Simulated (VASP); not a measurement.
ZnMo3, 4 atoms in the cell. The structure is cubic, space group Pm-3m (No. 221). The conventional cell has a = 3.876 Å, b = 3.876 Å, c = 3.876 Å, α = 90.00°, β = 90.00°, γ = 90.00°. Within 3.6 Å of Zn (site symmetry m-3m) lie 12 Mo at 2.74 Å. Mo (site symmetry 4/mmm) has 4 Zn at 2.74 Å and 8 Mo at 2.74 Å within 3.6 Å. 

```yaml
Program: VASP 6.6.1
Task: single point
Functional: PBE
Potentials_or_basis: VASP PAW PBE potentials, release 64 (Zn, Mo_sv)
Cutoff: 520 eV
k_mesh: 6 × 6 × 6
Occupations: methfessel-paxton, width 0.1 eV
Spin: no spin polarisation
Dipole_correction: no
Further_INCAR_settings: ALGO = Normal; EDIFF = 1e-06; NBANDS = 35
```

Potentials or basis: VASP PAW PBE potentials, release 64 (Zn, Mo_sv).

The run is started by

```console
$ cat potpaw_PBE.64/Zn/POTCAR potpaw_PBE.64/Mo_sv/POTCAR > POTCAR
$ mpirun -np 1 vasp_std > vasp.out
```

Hardware: 1 thread of Intel(R) Xeon(R) Platinum 8375C CPU @ 2.90GHz (Ice Lake) (shared host).

Problem. Estimate the wall time of this run.

Solution. It took 28 s on 1 thread of Intel(R) Xeon(R) Platinum 8375C CPU @ 2.90GHz (Ice Lake), on a shared host, peak memory 0.18 GiB. Counts: scf iterations 14, k points 20.
